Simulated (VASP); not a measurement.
A run of VASP 6.6.1:

INCAR

```
SYSTEM = Au
PREC = Accurate
ENCUT = 500
EDIFF = 1E-7
ISMEAR = -1
SIGMA = 0.1
LREAL = .FALSE.
LASPH = .TRUE.
NELM = 120
ALGO = Normal
ISIF = 8
LWAVE = .FALSE.
LCHARG = .FALSE.
IBRION = 2
NSW = 50
EDIFFG = -0.03
GGA_COMPAT = .FALSE.
NELMIN = 4
```

KPOINTS

```
Automatic mesh
0
G
  10 10 10
  0 0 0
```

POSCAR

```
Au
1.0
    0.0000000000      2.0350000000      2.0350000000
    2.0350000000      0.0000000000      2.0350000000
    2.0350000000      2.0350000000      0.0000000000
Au
1
Direct
    0.0000000000      0.0000000000      0.0000000000
```

Potentials or basis: VASP PAW LDA potentials, release 64 (Au).

Command:

```console
$ cat potpaw_LDA.64/Au/POTCAR > POTCAR
$ mpirun -np 1 vasp_std > vasp.out
```

Hardware: 1 thread of Intel Xeon 8259CL, with other jobs on the host.

Estimate the wall time of this run.

Wall time 26 s on 1 thread of Intel Xeon 8259CL, with other jobs on the host, peak memory 0.14 GiB. Counts: scf iterations 26, k points 47, ion steps 3.
